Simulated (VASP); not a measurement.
**C: single point with LDA**

C:

```
C
1.0
     2.51802    0.00000    0.00000
    -1.25901    2.18067    0.00000
     0.00000    0.00000    8.30459
C
8
Direct
  0.00000 0.00000 0.09297
  0.00000 0.00000 0.59297
  0.00000 0.00000 0.40703
  0.00000 0.00000 0.90703
  0.33333 0.66667 0.15553
  0.66667 0.33333 0.65553
  0.33333 0.66667 0.34447
  0.66667 0.33333 0.84447
```

- Program: VASP 6.6.1
- Task: single point
- Functional: LDA
- Potentials or basis: VASP PAW LDA potentials, release 64 (C)
- Cutoff: 520 eV
- k mesh: 12 × 12 × 4
- Occupations: gaussian, width 0.05 eV
- Spin: no spin polarisation

The pressure is -13.3 GPa, the largest force is 0.014 eV/Å and the band gap on the k mesh is 4.49 eV, indirect (least direct gap 5.25 eV).

Forces on the atoms (eV/Å):
```
C    0.000  0.000 -0.006
C    0.000  0.000 -0.006
C    0.000  0.000  0.006
C    0.000  0.000  0.006
C    0.000  0.000 -0.014
C    0.000  0.000 -0.014
C    0.000  0.000  0.014
C    0.000  0.000  0.014
```

Stress tensor (GPa, compression positive):
```
-13.36   0.00   0.00
  0.00 -13.36   0.00
  0.00   0.00 -13.07
```

Levels at points of the mesh, in eV from the valence-band top:
```
           k point  band 13  band 14  band 15  band 16  band 17  band 18  band 19  band 20
(0.00, 0.00, 0.00)    -1.71    -0.22     0.00     0.00     5.25     5.25     5.41     7.04
(0.50, 0.00, 0.00)    -4.90    -4.63    -3.65    -2.94     4.56     5.53     5.92     5.95
(0.00, 0.00, 0.50)    -0.64    -0.64    -0.64    -0.64     6.01     6.01     6.01     6.01
(0.50, 0.00, 0.50)    -4.69    -4.69    -3.63    -3.63     4.89     4.89     6.88     6.88
```

Run time: 28 s on 1 thread of Intel(R) Xeon(R) 6975P-C (Granite Rapids), with other jobs on the host, peak memory 0.16 GiB.

A k mesh can miss the band edges.
